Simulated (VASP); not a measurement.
A run of VASP 6.6.1 is set up as follows.

INCAR

```
SYSTEM = InSb
ALGO     = Normal         ! electronic algorithm
EDIFF    = 1E-8           ! SCF threshold, eV
ENCUT    = 400            ! plane-wave cutoff, eV
GGA      = CA             ! functional
GGA_COMPAT= .FALSE.      
ISIF     = 2              ! what is computed and relaxed
ISMEAR   = -1             ! smearing method
LASPH    = .TRUE.         ! aspherical terms in the spheres
LCHARG   = .FALSE.        ! write CHGCAR
LEFG     = .TRUE.       
LREAL    = .FALSE.        ! projectors in reciprocal space
LWAVE    = .FALSE.        ! write WAVECAR
NBANDS   = 16             ! bands
NELM     = 120            ! most SCF steps
PREC     = Accurate       ! precision mode
SIGMA    = 0.03           ! smearing width, eV
```

Contents of KPOINTS:

```
k-points
0
G
  10 10 10
  0 0 0
```

Contents of POSCAR:

```
InSb
1.0
    0.0000000000      3.2391000000      3.1419270000
    3.2391000000      0.0000000000      3.1419270000
    3.2391000000      3.2391000000      0.0000000000
In Sb
1 1
Direct
    0.0000000000      0.0000000000      0.0000000000
    0.7500000000      0.7500000000      0.7500000000
```

Potentials or basis: VASP PAW LDA potentials, release 64 (In_d, Sb).

Run with:

```bash
$ cat potpaw_LDA.64/In_d/POTCAR potpaw_LDA.64/Sb/POTCAR > POTCAR
$ mpirun -np 1 vasp_std > vasp.out
```

(1) Predict the band gap on the k mesh.

(2) What does it give for the pressure?

Answers

(1) 0.15 eV.

(2) 0.9 GPa.

Caveat: the cell differs from its parent crystal (zz strain of -3 %); semilocal functionals underestimate gaps, and a narrow one can read as zero; without QUAD_EFG the Cq values of the log hold for a quadrupole moment of 1 mb, not for the nuclei; spin-orbit coupling is left out, which moves the levels of the heavy elements.
